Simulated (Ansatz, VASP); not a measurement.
Cl in VASP and in Ansatz

```
CELL_PARAMETERS angstrom
3.02388 -2.09165 0.00000
3.02388 2.09165 0.00000
0.00000 0.00000 7.92586
ATOMIC_POSITIONS crystal
Cl 0.88333 0.11667 0.13666
Cl 0.61667 0.38333 0.63666
Cl 0.11667 0.88333 0.86334
Cl 0.38333 0.61667 0.36334
```

Alike in both runs: task single point; functional PBEsol; k mesh 10 × 10 × 6; occupations gaussian, width 0.02 eV; no spin polarisation.

|  | VASP | Ansatz |
| --- | --- | --- |
| version | VASP 6.6.1 | Ansatz 0.2.0 |
| potentials or method | VASP PAW PBE potentials, release 64 (Cl), cutoff 520 eV | scalar-relativistic, plane waves, PAW |
| valence electrons in the cell | 28 | 28 |

VASP gave:

* gap on the k mesh at the Fermi level (eV): 0.55
* least direct gap on the mesh (eV): 0.64
* pressure (GPa): -4.1
* traceless stress, the component that is largest in VASP (GPa): -6.10
* rms of the force components (eV/Å): 1.059

Task: Estimate Ansatz's values.

Result: gap on the k mesh at the Fermi level (eV): 0.54; least direct gap on the mesh (eV): 0.63; pressure (GPa): -4.1; traceless stress, the component that is largest in VASP (GPa): -6.02; rms of the force components (eV/Å): 1.039.

VASP's potentials were made for PBE, not for PBEsol. Atom by atom the forces differ by 0.020 eV/Å (rms over components).
